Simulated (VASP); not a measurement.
A run of VASP 6.6.1:

INCAR

```
SYSTEM = TlIn4
PREC = Accurate
ENCUT = 520
EDIFF = 1E-6
ISMEAR = 0
SIGMA = 0.1
LREAL = .False.
LASPH = .True.
NELM = 100
ALGO = Normal
ISIF = 2
LWAVE = .False.
LCHARG = .True.
GGA = PE
LELF = .True.
LVHAR = .True.
NBANDS = 40
```

Contents of KPOINTS:

```
Automatic mesh
0
Gamma
  4 4 4
  0 0 0
```

POSCAR

```
TlIn4
1.0
   -3.5363445204      3.5363445204      3.5363445204
    3.5363445204     -3.5363445204      3.5363445204
    3.5363445204      3.5363445204     -3.5363445204
Tl In
1 4
Direct
    0.0000000000      0.0000000000      0.0000000000
    0.5000000000      0.5000000000      0.5000000000
    0.5000000000      0.0000000000      0.0000000000
    0.0000000000      0.0000000000      0.5000000000
    0.0000000000      0.5000000000      0.0000000000
```

Potentials or basis: VASP PAW PBE potentials, release 64 (Tl_d, In_d).

The run is started by

```bash
$ cat potpaw_PBE.64/Tl_d/POTCAR potpaw_PBE.64/In_d/POTCAR > POTCAR
$ mpirun -np 1 vasp_std > vasp.out
```

Hardware: 1 thread of AMD EPYC 9R45 96-Core Processor (Zen 5) (shared host).

Estimate the wall time of this run.

It took 42 s on 1 thread of AMD EPYC 9R45 96-Core Processor (Zen 5) (shared host), peak memory 0.3 GiB. Counts: scf iterations 12, k points 8.
